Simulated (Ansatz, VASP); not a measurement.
One calculation of Ge2Sb2Te5, two programs

```
CELL_PARAMETERS angstrom
4.26400 0.00000 0.00000
-2.13200 3.69273 0.00000
0.00000 0.00000 17.78510
ATOMIC_POSITIONS crystal
Ge 0.00000 0.00000 0.33147
Ge 0.00000 0.00000 0.66853
Sb 0.33333 0.66667 0.11216
Sb 0.66667 0.33333 0.88784
Te 0.00000 0.00000 0.00000
Te 0.33333 0.66667 0.79136
Te 0.66667 0.33333 0.20864
Te 0.33333 0.66667 0.40975
Te 0.66667 0.33333 0.59025
```

Alike in both runs: task single point; functional PBE; k mesh 9 × 9 × 2; occupations gaussian, width 0.03 eV; no spin polarisation.

|  | VASP | Ansatz |
| --- | --- | --- |
| version | VASP 6.6.1 | Ansatz 0.2.0 |
| potentials or method | VASP PAW PBE potentials, release 64 (Ge_d, Sb, Te), cutoff 520 eV | scalar-relativistic, plane waves, PAW |
| valence electrons in the cell | 68 | 138 |

|  | VASP | Ansatz | Ansatz less VASP |
| --- | --- | --- | --- |
| gap on the k mesh at the Fermi level (eV) | 0.19 | 0.20 | +0.009 |
| least direct gap on the mesh (eV) | 0.26 | 0.25 | -0.008 |
| pressure (GPa) | 0.8 | 0.8 | +0.01 |
| traceless stress, the component that is largest in VASP (GPa) | 0.36 | 0.36 | +0.003 |
| rms of the force components (eV/Å) | 0.069 | 0.062 | -0.0076 |

Atom by atom the forces differ by 0.008 eV/Å (rms over components). VASP's potentials hold 68 valence electrons a cell and Ansatz's 138, so a difference there can come from the potentials and not from the codes.

Spin-orbit coupling is off throughout.
